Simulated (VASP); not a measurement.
# Mg (P6_3/mmc) in VASP: notebook

Mg is run at these levels: PBEsol; tasks: single point, relaxation of cell and atoms.

Everything below comes from runs of VASP 6.6.1. Logs are shortened: lines on timing, memory, paths and dates and some standing lists are left out, and cuts for length are marked.

### Step 1. The cell of the first run

Symmetry: P6_3/mmc, No. 194, hexagonal system. Conventional cell: a = 3.174 Å, b = 3.174 Å, c = 5.172 Å, α = 90.00°, β = 90.00°, γ = 120.00°. Within 4.2 Å of Mg (site symmetry -6m2) lie 12 Mg at 3.17 Å.

### Step 2. Single point, PBEsol

The input, INCAR:

```
SYSTEM = Mg
ALGO     = Normal         ! electronic algorithm
EDIFF    = 1E-6           ! SCF threshold, eV
ENCUT    = 520            ! plane-wave cutoff, eV
GGA      = PS             ! functional
ISIF     = 2              ! what is computed and relaxed
ISMEAR   = 1              ! smearing method
LASPH    = .TRUE.         ! aspherical terms in the spheres
LCHARG   = .FALSE.        ! write CHGCAR
LREAL    = .FALSE.        ! projectors in reciprocal space
LWAVE    = .FALSE.        ! write WAVECAR
NBANDS   = 9              ! bands
NELM     = 60             ! most SCF steps
PREC     = Accurate       ! precision mode
SIGMA    = 0.02           ! smearing width, eV
```

The input, KPOINTS:

```
k-points
0
G
  8 8 5
  0 0 0
```

The input, POSCAR:

```
Mg
1.0
    3.1744421555      0.0000000000      0.0000000000
   -1.5872210778      2.7491475495      0.0000000000
    0.0000000000      0.0000000000      5.1718780988
Mg
2
Direct
    0.3333333333      0.6666666667      0.2500000000
    0.6666666667      0.3333333333      0.7500000000
```

Potentials or basis: VASP PAW PBE potentials, release 64 (Mg).

Run with:

```sh
$ cat potpaw_PBE.64/Mg/POTCAR > POTCAR
$ mpirun -np 1 vasp_std > vasp.out
```

OUTCAR:

```text
SYSTEM = Mg
   EDIFF = 1E-6
   ENCUT = 520
   GGA = PS
   ISIF = 2
   ISMEAR = 1
   LASPH = .TRUE.
   LREAL = .FALSE.
   NELM = 60
   PREC = Accurate

 ion  position               nearest neighbor table
   1  0.333  0.667  0.250-   2 3.17   2 3.17   2 3.17   2 3.17   2 3.17   2 3.17
   2  0.667  0.333  0.750-   1 3.17   1 3.17   1 3.17   1 3.17   1 3.17   1 3.17

  LATTYP: Found a hexagonal cell.
 ALAT       =     3.1744421555
 C/A-ratio  =     1.6292242370

  Lattice vectors:

 A1 = (   3.1744421555,   0.0000000000,   0.0000000000)
 A2 = (  -1.5872210778,   2.7491475495,   0.0000000000)
 A3 = (   0.0000000000,   0.0000000000,   5.1718780988)

Analysis of symmetry for initial positions (statically):
=====================================================================
 Subroutine PRICEL returns:
 Original cell was already a primitive cell.

 Routine SETGRP: Setting up the symmetry group for a
 hexagonal supercell.

 Subroutine GETGRP returns: Found 24 space group operations
 (whereof 12 operations were pure point group operations)
 out of a pool of 24 trial point group operations.

The static configuration has the point symmetry D_3d.
 The point group associated with its full space group is D_6h.

Analysis of symmetry for dynamics (positions and initial velocities):
=====================================================================
 Subroutine PRICEL returns:
 Original cell was already a primitive cell.

 Routine SETGRP: Setting up the symmetry group for a
 hexagonal supercell.

 Subroutine GETGRP returns: Found 24 space group operations
 (whereof 12 operations were pure point group operations)
 out of a pool of 24 trial point group operations.

The dynamic configuration has the point symmetry D_3d.
 The point group associated with its full space group is D_6h.

 Subroutine INISYM returns: Found 24 space group operations
 (whereof 12 operations are pure point group operations),
 and found     1 'primitive' translations

----------------------------------------------------------------------------------------

                                     Primitive cell

  volume of cell :      45.1350

  direct lattice vectors                    reciprocal lattice vectors
     3.174442155  0.000000000  0.000000000     0.315015978  0.181874560  0.000000000
    -1.587221078  2.749147549  0.000000000     0.000000000  0.363749119  0.000000000
     0.000000000  0.000000000  5.171878099     0.000000000  0.000000000  0.193353358
[... 89 lines left out ...]
   NFREE  =      0    steps in history (QN), initial steepest desc. (CG)
   ISIF   =      2    stress and relaxation
   ISYM   =      2    0-nonsym 1-usesym 2-fastsym
   POTIM  = 0.5000    time-step for ionic-motion
   TEBEG  =    0.0;   TEEND  =   0.0 temperature during run
   PSTRESS=    0.0 pullay stress
   NELECT =       4.0000    total number of electrons
   NUPDOWN=      -1.0000    fix difference up-down
   EMIN   =  10.00;   EMAX   =-10.00  energy-range for DOS
   EFERMI =   0.00;   METHOD = LEGACY
   ISMEAR =     1;   SIGMA  =   0.02  broadening in eV -4-tet -1-fermi 0-gaus
   EFERMI_NEDOS =   21; number of points for ismear=-14 and -15
   IALGO  =     38    algorithm
   IMIX   =      4    mixing-type and parameters
     AMIX     =   0.40;   BMIX     =  1.00
     AMIX_MAG =   1.60;   BMIX_MAG =  1.00
  volume/ion in A,a.u.               =      22.57       152.29
  Fermi-wavevector in a.u.,A,eV,Ry     =   0.729889  1.379291  7.248343  0.532738
  Thomas-Fermi vector in A             =   1.821723
   LORBIT       =      0    0 simple, 1 ext, 2 COOP (PROOUT), +10 PAW based schemes
   GGA     = PS    functional components
   LHFCALC =     F    Hartree Fock is set to
   AEXX    =    0.0000 exact exchange contribution
   IVDW    =     0    specifies the selected vdW correction
   LEPSILON=     F    determine dielectric tensor
   LRPA    =     F    only Hartree local field effects (RPA)
 non-spin polarized calculation
 Methfessel and Paxton  Order N= 1 SIGMA  =   0.02
  energy-cutoff  :      520.00
  volume of cell :       45.14
 maximum number of plane-waves:      1236
 NGX is ok and might be reduce to    24
   NGX = 11   NGY = 11   NGZ = 19

 number of electron       4.0000000 magnetization

 Free energy of the ion-electron system (eV)
  ---------------------------------------------------
  ext. energy  EPLUGINS =         0.00000000
  ---------------------------------------------------
  free energy    TOTEN  =        -3.47280225 eV

  energy without entropy =       -3.47264078  energy(sigma->0) =       -3.47274843

 E-fermi :   2.6489     XC(G=0):  -8.5870

 val. band max:        2.6198750018   @ k =   0.5000  -0.0000   0.4000
 cond. band min:       2.6512056334   @ k =   0.2500   0.2500   0.2000
 fundamental gap:      0.0313306315
 Fermi energy:         2.6488656995

 k-point     1 :       0.0000    0.0000    0.0000
  band No.  band energies     occupation
      1      -4.3216      2.00000
      2       0.9464      2.00000
      3       1.4153      2.00000
      4      13.7448      0.00000
      5      13.7448      0.00000
      6      13.9045      0.00000
      7      13.9045      0.00000
      8      14.5778      0.00000
      9      16.3132      0.00000
[... 265 lines left out ...]
 k-point    24 :       0.3750   -0.0000    0.4000
  band No.  band energies     occupation
      1      -0.6845      2.00000
      2       0.3871      2.00000
      3       4.0828      0.00000
      4       5.1120      0.00000
      5       8.7460      0.00000
      6      10.6856      0.00000
      7      10.9456      0.00000
      8      11.6280      0.00000
      9      12.3323      0.00000

 [... further k-points ...]

------------------------ aborting loop because EDIFF is reached ----------------------------------------

  FORCE on cell =-STRESS in cart. coord.  units (eV):
  Direction    XX          YY          ZZ          XY          YZ          ZX
  --------------------------------------------------------------------------------------
  -------------------------------------------------------------------------------------
  Total       -0.0133714     -0.0133714     -0.0125620      0.0000000      0.0000000      0.0000000
  in kB       -0.4746518     -0.4746518     -0.4459175      0.0000000      0.0000000      0.0000000
  external PRESSURE =      -0.4650737 kB  Pullay stress =       0.0000000 kB

 VOLUME and BASIS-vectors are now :
 -----------------------------------------------------------------------------
  energy-cutoff  :      520.00
  volume of cell :       45.14
      direct lattice vectors                 reciprocal lattice vectors
     3.174442155  0.000000000  0.000000000     0.315015978  0.181874560  0.000000000
    -1.587221078  2.749147549  0.000000000     0.000000000  0.363749119  0.000000000
     0.000000000  0.000000000  5.171878099     0.000000000  0.000000000  0.193353358

 POSITION                                       TOTAL-FORCE (eV/Angst)
 -----------------------------------------------------------------------------------
     -0.00000      1.83277      1.29297         0.000000      0.000000      0.000000
      1.58722      0.91638      3.87891        -0.000000      0.000000      0.000000
 -----------------------------------------------------------------------------------
    total drift:                                0.000000     -0.000000      0.000000

  FREE ENERGIE OF THE ION-ELECTRON SYSTEM (eV)
  ---------------------------------------------------
  free  energy   TOTEN  =        -3.4728022539 eV

  energy  without entropy=       -3.4726407832  energy(sigma->0) =       -3.47274843
```

Run time: 3.5 s. Hardware: 1 thread of Intel Xeon 6975P-C (Granite Rapids), shared host; peak memory 0.15 GiB.

What came out:

```
Free energy            : -3.4728 eV
Pressure               : 0.0 GPa
Band gap on the k mesh : zero (bands 2 and 3 overlap by 2.28 eV)
```

Levels at points of the mesh, in eV from the Fermi level:
```
           k point  band 1  band 2  band 3  band 4  band 5
(0.00, 0.00, 0.00)   -6.97   -1.70   -1.23   11.10   11.10
(0.50, 0.00, 0.00)   -2.13   -2.10    2.71    3.04    3.34
```

Caveat: the PAW data sets were made with another functional, which shifts forces and pressure a little.

### Step 3. Relaxation of cell and atoms, PBEsol

This run uses another cell than the first one, of 23.24 Å³/atom.

The input, INCAR:

```
SYSTEM = Mg
PREC = Accurate
ENCUT = 600
EDIFF = 1E-7
ISMEAR = 1
SIGMA = 0.02
LREAL = .False.
LASPH = .True.
NELM = 100
ALGO = Normal
ISIF = 3
LWAVE = .False.
LCHARG = .False.
GGA = PS
IBRION = 2
NSW = 80
EDIFFG = -0.03
```

The input, KPOINTS:

```
regular mesh
0
Gamma
  8 8 5
  0 0 0
```

The input, POSCAR:

```
Mg
1.0
    3.2093000000      0.0000000000      0.0000000000
   -1.6046500000      2.7793353300      0.0000000000
    0.0000000000      0.0000000000      5.2103000000
Mg
2
Direct
    0.3333333300      0.6666666700      0.2500000000
    0.6666666700      0.3333333300      0.7500000000
```

Potentials or basis: VASP PAW PBE potentials, release 64 (Mg).

Run with:

```sh
$ cat potpaw_PBE.64/Mg/POTCAR > POTCAR
$ mpirun -np 1 vasp_std > vasp.out
```

Run time: 11 s. Hardware: 1 thread of Intel Xeon 6975P-C (Granite Rapids), shared host; peak memory 0.18 GiB.

Results (log left out):

| Property | Result |
| --- | --- |
| Free energy | -3.4730 eV |
| Relaxed volume | 22.54 Å³/atom |
| Relaxed cell | a = 3.173 Å, b = 3.173 Å, c = 5.171 Å, α = 90.00°, β = 90.00°, γ = 120.00° |
| Space group after relaxing (to 0.1 Å) | P6_3/mmc (No. 194) |
| Energy gained by relaxing | 2.5 meV/atom |
| Ionic steps | 3 |
| Pressure after relaxing | 0.0 GPa |
| Band gap on the k mesh | zero (bands 2 and 3 overlap by 2.28 eV) |

The path:
| step | energy change (eV) | largest force (eV/Å) | pressure (GPa) | volume (Å³) |
| --- | --- | --- | --- | --- |
| 1 | 0.0000 | 0.0000 | -1.10 | 46.47 |
| 2 | -0.0048 | 0.0000 | -0.28 | 45.41 |
| 3 | -0.0051 | 0.0000 | -0.01 | 45.09 |

Final structure:
```yaml
crystal:
  lattice:
    - [3.17318, 0.00000, 0.00000]
    - [-1.58659, 2.74806, 0.00000]
    - [0.00000, 0.00000, 5.17065]
  atoms:
    - { symbol: Mg, position: [0.33333, 0.66667, 0.25000] }
    - { symbol: Mg, position: [0.66667, 0.33333, 0.75000] }
```

Levels at points of the mesh, in eV from the Fermi level:
| k point | band 1 | band 2 | band 3 | band 4 | band 5 |
| --- | --- | --- | --- | --- | --- |
| (0.00, 0.00, 0.00) | -6.97 | -1.70 | -1.23 | 11.10 | 11.10 |
| (0.50, 0.00, 0.00) | -2.13 | -2.10 | 2.71 | 3.05 | 3.34 |

Caveat: the PAW data sets were made with another functional, which shifts forces and pressure a little.
